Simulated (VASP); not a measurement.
**AlGa3N4: single point with LDA**

AlGa3N4:

```
CELL_PARAMETERS angstrom
4.45629 0.00000 0.00000
0.00000 4.45629 0.00000
0.00000 0.00000 4.45629
ATOMIC_POSITIONS crystal
Al 0.00000 0.00000 0.00000
Ga 0.50000 0.50000 0.00000
Ga 0.50000 0.00000 0.50000
Ga 0.00000 0.50000 0.50000
N 0.75480 0.75480 0.24520
N 0.75480 0.24520 0.75480
N 0.24520 0.75480 0.75480
N 0.24520 0.24520 0.24520
```

* Program: VASP 6.6.1
* Task: single point
* Functional: LDA
* Potentials or basis: VASP PAW LDA potentials, release 64 (Al, Ga_d, N_h)
* Cutoff: 910 eV
* k mesh: 6 × 6 × 6
* Occupations: gaussian, width 0.01 eV
* Spin: no spin polarisation

```yaml
Pressure: -3.1 GPa
Largest_force: 0.027 eV/Å
Band_gap_on_the_k_mesh: 2.43 eV
```

Forces in eV/Å, atoms in the order of the input:
```
Al   0.000  0.000  0.000
Ga   0.000  0.000  0.000
Ga   0.000  0.000  0.000
Ga   0.000  0.000  0.000
N    0.016  0.016 -0.016
N    0.016 -0.016  0.016
N   -0.016  0.016  0.016
N   -0.016 -0.016 -0.016
```

Levels at points of the mesh, in eV from the valence-band top:
| k point | band 27 | band 28 | band 29 | band 30 | band 31 | band 32 | band 33 | band 34 | band 35 | band 36 |
| --- | --- | --- | --- | --- | --- | --- | --- | --- | --- | --- |
| (0.00, 0.00, 0.00) | -2.50 | -2.50 | 0.00 | 0.00 | 0.00 | 2.43 | 3.36 | 3.36 | 3.36 | 6.42 |
| (0.50, 0.00, 0.00) | -2.83 | -1.50 | -1.50 | -1.21 | -1.21 | 4.90 | 4.98 | 6.16 | 6.16 | 7.64 |
| (0.50, 0.50, 0.00) | -3.07 | -1.00 | -0.95 | -0.95 | -0.65 | 6.70 | 6.86 | 6.86 | 7.28 | 7.29 |
| (0.50, 0.50, 0.50) | -0.77 | -0.77 | -0.70 | -0.70 | -0.70 | 4.97 | 4.97 | 4.97 | 6.24 | 8.93 |

It took 3.9 min on 1 thread of AMD EPYC 7R43 64-Core Processor (Zen 3) (shared host), peak memory 0.32 GiB.

Caveat: the cutoff is under 1.25 times the usual one of these potentials, so pressure, stress and relaxed cells hold a basis-set (Pulay) error; the cell stands under tension.
